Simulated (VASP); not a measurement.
Wanted: the native input for a VASP 6.6.1 run.

| Quantity | Value |
| --- | --- |
| Task | single point |
| Functional | LDA |
| Potentials or basis | VASP PAW LDA potentials, release 64 (B, N) |
| Cutoff | 600 eV |
| k mesh | 12 × 12 × 12 |
| Occupations | gaussian, width 0.01 eV |
| Spin | no spin polarisation |
| Dipole correction | no |
| Further INCAR settings | ALGO = Normal; EDIFF = 1e-06; NBANDS = 11 |

The structure of BN (lda) lies in POSCAR:

```
BN
1.0
    0.0000000000      1.7782590945      1.7782590945
    1.7782590945      0.0000000000      1.7782590945
    1.7782590945      1.7782590945      0.0000000000
B N
1 1
Direct
    0.0000000000      0.0000000000      0.0000000000
    0.2500000000      0.2500000000      0.2500000000
```

This cell differs from its parent crystal: volume scaled by 0.98.

One way to write it, as run:

INCAR

```
SYSTEM = BN
PREC     = Accurate       ! precision mode
ENCUT    = 600            ! plane-wave cutoff, eV
EDIFF    = 1E-6           ! SCF threshold, eV
ISMEAR   = 0              ! smearing method
SIGMA    = 0.01           ! smearing width, eV
LREAL    = .False.        ! projectors in reciprocal space
LASPH    = .True.         ! aspherical terms in the spheres
NELM     = 120            ! most SCF steps
ALGO     = Normal         ! electronic algorithm
ISIF     = 2              ! what is computed and relaxed
LWAVE    = .False.        ! write WAVECAR
LCHARG   = .False.        ! write CHGCAR
NBANDS   = 11             ! bands
GGA_COMPAT= .False.
```

KPOINTS

```
regular mesh
0
Gamma
  12 12 12
  0 0 0
```

Potentials or basis: VASP PAW LDA potentials, release 64 (B, N).

Command:

```console
$ cat potpaw_LDA.64/B/POTCAR potpaw_LDA.64/N/POTCAR > POTCAR
$ mpirun -np 1 vasp_std > vasp.out
```

Results of the run:

```yaml
Pressure: 9.3 GPa
Band_gap_on_the_k_mesh: 4.40 eV, indirect (least direct gap 8.91 eV)
```

Wall time 4.4 s on 1 thread of Intel Xeon 6975P-C (shared host), peak memory 0.12 GiB.
